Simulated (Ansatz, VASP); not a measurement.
## One calculation of NaCl, two programs

```
Na Cl
1.0
     0.00000    2.80270    2.80270
     2.80270    0.00000    2.80270
     2.80270    2.80270    0.00000
Na Cl
1 1
Direct
  0.00000 0.00000 0.00000
  0.50000 0.50000 0.50000
```

Alike in both runs: task single point; functional PBE; k mesh 8 × 8 × 8; occupations fermi-dirac, width 0.02 eV; no spin polarisation.

|  | VASP | Ansatz |
| --- | --- | --- |
| version | VASP 6.6.1 | Ansatz 0.2.0 |
| potentials or method | VASP PAW PBE potentials, release 64 (Na_pv, Cl) | plane waves, PAW |
| plane-wave cutoff (eV) | 520 | 420 |
| valence electrons in the cell | 14 | 16 |

VASP gave:

| Quantity | Value |
| --- | --- |
| gap on the k mesh at the Fermi level (eV) | 5.18 |
| pressure (GPa) | 1.2 |

Q: Which values does Ansatz return?

A: gap on the k mesh at the Fermi level (eV): 5.18; pressure (GPa): 1.3.

The functional is the same, so the differences come from potentials, cutoffs and numerics. VASP's potentials hold 14 valence electrons a cell and Ansatz's 16, so a difference there can come from the potentials and not from the codes.
